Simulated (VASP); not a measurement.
Here is a VASP 6.6.1 calculation.

Contents of POSCAR:

```
Be
1.0
    3.4619920000      2.0184620000     -0.0232830000
   -1.1470090000      2.0063580000      0.0053030000
   -0.0223540000     -0.0033290000      3.6389820000
Be
4
Direct
    0.2018770000      0.5040190000      0.2318540000
    0.6451650000      0.9281400000      0.2250190000
    0.3263730000      0.0398770000      0.7696520000
    0.8419910000      0.5402400000      0.7485320000
```

File INCAR.step1:

```
  PREC = Accurate
  ENCUT = 520
  ISMEAR = 0
  SIGMA = 0.0676
  LREAL = F
  LASPH = T
  NELM = 80
  NBANDS = 12
  GGA = PE
  ALGO = Normal
  EDIFF = 1E-4
  LWAVE = T
  LCHARG = F
```

File INCAR.step2:

```
  PREC = Accurate
  ENCUT = 520
  EDIFF = 1E-6
  ISMEAR = 0
  SIGMA = 0.0676
  LREAL = F
  LASPH = T
  NELM = 80
  ALGO = Normal
  ISIF = 2
  LWAVE = F
  LCHARG = T
  METAGGA = R2SCAN
  LMIXTAU = T
  LELF = T
  LVHAR = T
  NBANDS = 12
  ISTART = 1
```

The input KPOINTS:

```
Automatic mesh
0
Gamma
  5 8 5
  0 0.5 0
```

Potentials or basis: VASP PAW PBE potentials, release 64 (Be).

The run is started by

```console
$ cat potpaw_PBE.64/Be/POTCAR > POTCAR
$ cp INCAR.step1 INCAR
$ mpirun -np 1 vasp_std > vasp.out
$ cp INCAR.step2 INCAR
$ mpirun -np 1 vasp_std > vasp.out
```

(1) What does it give for the band gap on the k mesh?

(2) What does it give for the largest force?

Results:

(1) zero (bands 4 and 5 overlap by 0.88 eV).

(2) 1.851 eV/Å.

Caveat: the PAW data sets were made with another functional, which shifts forces and pressure a little.
